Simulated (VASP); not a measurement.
A run of VASP 6.6.1:

INCAR

```
SYSTEM = HfN
PREC = Accurate
ENCUT = 520
EDIFF = 1E-6
ISMEAR = -1
SIGMA = 0.03
LREAL = .FALSE.
LASPH = .TRUE.
NELM = 100
ALGO = Normal
ISIF = 2
LWAVE = .FALSE.
LCHARG = .FALSE.
GGA = PE
NBANDS = 14
```

KPOINTS

```
regular mesh
0
G
  10 10 10
  0 0 0
```

The input POSCAR:

```
HfN
1.0
    0.0000000000      2.2590000000      2.2590000000
    2.2590000000      0.0000000000      2.2590000000
    2.2590000000      2.2590000000      0.0000000000
Hf N
1 1
Direct
    0.0000000000      0.0000000000      0.0000000000
    0.5000000000      0.5000000000      0.5000000000
```

Potentials or basis: VASP PAW PBE potentials, release 64 (Hf_pv, N).

Launch:

```bash
$ cat potpaw_PBE.64/Hf_pv/POTCAR potpaw_PBE.64/N/POTCAR > POTCAR
$ mpirun -np 1 vasp_std > vasp.out
```

Hardware: 1 thread of AMD EPYC 9R45 96-Core Processor (Zen 5), with other jobs on the host.

**Question.** How long does it take, and how much memory?

**Answer.** Wall time 8.4 s on 1 thread of AMD EPYC 9R45 96-Core Processor (Zen 5), on a shared host, peak memory 0.12 GiB. Counts: scf iterations 13, k points 47.
